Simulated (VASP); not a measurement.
Input of a VASP 6.6.1 run:

File POSCAR:

```
W
1.0
   -1.5743620956      1.5743620956      1.5743620956
    1.5743620956     -1.5743620956      1.5743620956
    1.5743620956      1.5743620956     -1.5743620956
W
1
Direct
    0.0000000000      0.0000000000      0.0000000000
```

File INCAR.step1:

```
  ALGO = Normal
  EDIFF = 1E-5
  ENCUT = 520
  GGA = PE
  ISIF = 2
  ISMEAR = -1
  LASPH = T
  LCHARG = F
  LREAL = F
  LWAVE = T
  NBANDS = 13
  NELM = 60
  PREC = Accurate
  SIGMA = 0.1
```

The input INCAR.step2:

```
  ALGO = Normal
  EDIFF = 1E-6
  ENCUT = 520
  GGA = PE
  HFSCREEN = 0.2079
  ISIF = 2
  ISMEAR = -1
  ISTART = 1
  LASPH = T
  LCHARG = F
  LHFCALC = T
  LREAL = F
  LWAVE = F
  NBANDS = 13
  NELM = 60
  PREC = Accurate
  PRECFOCK = Normal
  SIGMA = 0.1
```

KPOINTS

```
k-points
0
Gamma
  6 6 6
```

Potentials or basis: VASP PAW PBE potentials, release 64 (W_sv).

The run is started by

```sh
$ cat potpaw_PBE.64/W_sv/POTCAR > POTCAR
$ cp INCAR.step1 INCAR
$ mpirun -np 1 vasp_std > vasp.out
$ cp INCAR.step2 INCAR
$ mpirun -np 1 vasp_std > vasp.out
```

What does it give for the pressure?

1.4 GPa.

Predict the band gap on the k mesh.

zero (bands 7 and 8 overlap by 7.57 eV).

Caveat: the k points lie up to 0.47 Å⁻¹ apart, too coarse for converged energies and pressures of a metal; the PAW data sets were made with another functional, which shifts forces and pressure a little; spin-orbit coupling is left out, which moves the levels of the heavy elements.
